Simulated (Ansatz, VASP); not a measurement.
**B in VASP and in Ansatz**

```
B
1.0
     1.70243    0.00000    0.00000
    -0.85122    1.47435    0.00000
     0.00000    0.00000    3.61118
B
1
Direct
  0.00000 0.00000 0.00000
```

Alike in both runs: task single point; functional PBEsol; k mesh 23 × 23 × 10; no spin polarisation.

```csv
,VASP,Ansatz
version,VASP 6.6.1,Ansatz 0.2.0
potentials or method,"VASP PAW PBE potentials, release 64 (B), cutoff 500 eV","plane waves, PAW"
occupations,"methfessel-paxton of order 1, width 0.1 eV",cold
valence electrons in the cell,3,3
```

Ansatz gave:

```
pressure (GPa)                                                : 1.2
traceless stress, the component that is largest in VASP (GPa) : -1.79
```

**Question.** What did VASP give for the same quantities?

**Answer.** Pressure (GPa): 1.4; traceless stress, the component that is largest in VASP (GPa): -2.14.

VASP's potentials were made for PBE, not for PBEsol. Ansatz's warnings: structure snapped to symmetry.
